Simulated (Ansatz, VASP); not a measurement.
Two plane-wave programs on Ca3Hg

The input INCAR:

```
ALGO = Normal
EDIFF = 1E-6
ENCUT = 520
GGA = CA
ISIF = 2
ISMEAR = -1
LASPH = True
LCHARG = False
LREAL = False
LWAVE = False
NBANDS = 29
NELM = 80
PREC = Accurate
SIGMA = 0.1
```

Contents of KPOINTS:

```
k-points
0
Gamma
  5 5 5
```

POSCAR

```
Ca3Hg
1.0
    5.1892891712      0.0000000000      0.0000000000
    0.0000000000      5.1892891712      0.0000000000
    0.0000000000      0.0000000000      5.1892891712
Ca Hg
3 1
Direct
    0.5000000000      0.0000000000      0.0000000000
    0.0000000000      0.0000000000      0.5000000000
    0.0000000000      0.5000000000      0.0000000000
    0.5000000000      0.5000000000      0.5000000000
```

Input for Ansatz:

```yaml
crystal:
  lattice:
    - [5.189289171171319, 0.0, 0.0]
    - [0.0, 5.189289171171319, 0.0]
    - [0.0, 0.0, 5.189289171171319]
  atoms:
    - { symbol: Ca, position: [0.5, 0.0, 0.0] }
    - { symbol: Ca, position: [0.0, 0.0, 0.5] }
    - { symbol: Ca, position: [0.0, 0.5, 0.0] }
    - { symbol: Hg, position: [0.5, 0.5, 0.5] }
basis:
  ecutwfc: 500.0
kpoints:
  mp_grid:
    grid: [5, 5, 5]
hamiltonian:
  xc: lda
  pseudopotentials:
    kind: paw
scf:
  occupations:
    method: fermi_dirac
output:
  stress: true
```

Alike in both runs: task single point; functional LDA; k mesh 5 × 5 × 5; no spin polarisation.

|  | VASP | Ansatz |
| --- | --- | --- |
| version | VASP 6.6.1 | Ansatz 0.2.0 |
| potentials or method | VASP PAW LDA potentials, release 64 (Ca_sv, Hg), cutoff 520 eV | plane waves, PAW |
| occupations | fermi-dirac, width 0.1 eV | fermi-dirac |
| valence electrons in the cell | 42 | 50 |

```csv
,VASP,Ansatz,Ansatz less VASP
pressure (GPa),-3.6,-3.6,-0.02
```

LDA's correlation is that of Perdew and Zunger in VASP and of Perdew and Wang (1992) in Ansatz. VASP's potentials hold 42 valence electrons a cell and Ansatz's 50, so a difference there can come from the potentials and not from the codes.

Neither program's run includes spin-orbit coupling.
